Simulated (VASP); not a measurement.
The system is TePb.

```
CELL_PARAMETERS angstrom
4.25348 0.00000 0.00000
-2.12674 3.68362 0.00000
0.00000 0.00000 6.93317
ATOMIC_POSITIONS crystal
Pb 0.00000 0.00000 0.00000
Pb 0.00000 0.00000 0.50000
Te 0.33333 0.66667 0.25000
Te 0.66667 0.33333 0.75000
```

| Item | Value |
| --- | --- |
| Program | VASP 6.6.1 |
| Task | relaxation of cell and atoms |
| Functional | PBE |
| Potentials or basis | VASP PAW PBE potentials, release 64 (Pb_d, Te) |
| Cutoff | 600 eV |
| k mesh | 6 × 6 × 4 |
| Occupations | fermi-dirac, width 0.02 eV |
| Spin | no spin polarisation |

At the start: pressure 20.4 GPa; volume 27.16 Å³/atom.

**Question.** How do energy, volume and symmetry change on relaxing?

**Answer.** Over 10 steps the energy falls by 449.8 meV/atom and the volume is 35.97 Å³/atom (+32.5 %); space group P6_3/mmc (No. 194, to 0.1 Å) before and after.

Step by step:
```
step  energy change (eV)  largest force (eV/Å)  pressure (GPa)  volume (Å³)
   1              0.0000                0.0000           20.38       108.63
   2             -1.3305                0.0000           -4.46       172.42
   3             -1.7840                0.0000            0.08       144.30
   4             -1.7840                0.0000           -0.14       145.08
   5             -1.7909                0.0000           -0.15       144.90
   6             -1.7988                0.0000           -0.12       144.38
   7             -1.7989                0.0000           -0.12       144.31
   8             -1.7989                0.0000           -0.11       144.30
   9             -1.7989                0.0000            0.09       143.54
  10             -1.7990                0.0000            0.00       143.89
```

Final structure:
```yaml
crystal:
  lattice:
    - [4.56893, 0.00000, 0.00000]
    - [-2.28446, 3.95681, 0.00000]
    - [0.00000, 0.00000, 7.95906]
  atoms:
    - { symbol: Pb, position: [0.00000, 0.00000, 0.00000] }
    - { symbol: Pb, position: [0.00000, 0.00000, 0.50000] }
    - { symbol: Te, position: [0.33333, 0.66667, 0.25000] }
    - { symbol: Te, position: [0.66667, 0.33333, 0.75000] }
```

Caveat: the volume moved by over 15 % at a fixed basis, so the end points are rough.
